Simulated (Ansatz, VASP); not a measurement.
**One calculation of NaP2, two programs**

```
CELL_PARAMETERS angstrom
0.00000 3.07640 3.07640
3.07640 0.00000 3.07640
3.07640 3.07640 0.00000
ATOMIC_POSITIONS crystal
Na 0.00000 0.00000 0.00000
P 0.75000 0.75000 0.75000
P 0.25000 0.25000 0.25000
```

Alike in both runs: task relaxation of cell and atoms; functional PBE; k mesh 14 × 14 × 14; occupations gaussian, width 0.1 eV; no spin polarisation.

```csv
,VASP,Ansatz
version,VASP 6.6.1,Ansatz 0.2.0
potentials or method,"VASP PAW PBE potentials, release 64 (Na_pv, P), cutoff 600 eV","scalar-relativistic, plane waves, PAW"
valence electrons in the cell,17,19
```

|  | VASP | Ansatz | Ansatz less VASP |
| --- | --- | --- | --- |
| gap on the k mesh at the Fermi level, each at its own relaxed structure (eV) | none | none | - |
| relaxed volume (Å³/atom) | 19.66 | 19.64 | -0.021 |
| relaxed cell length with the largest relative difference (Å) | 4.369 | 4.368 | -0.0016 |

A gap of «none» marks a metal or a gap that the smearing closes. VASP's potentials hold 17 valence electrons a cell and Ansatz's 19, so a difference there can come from the potentials and not from the codes.
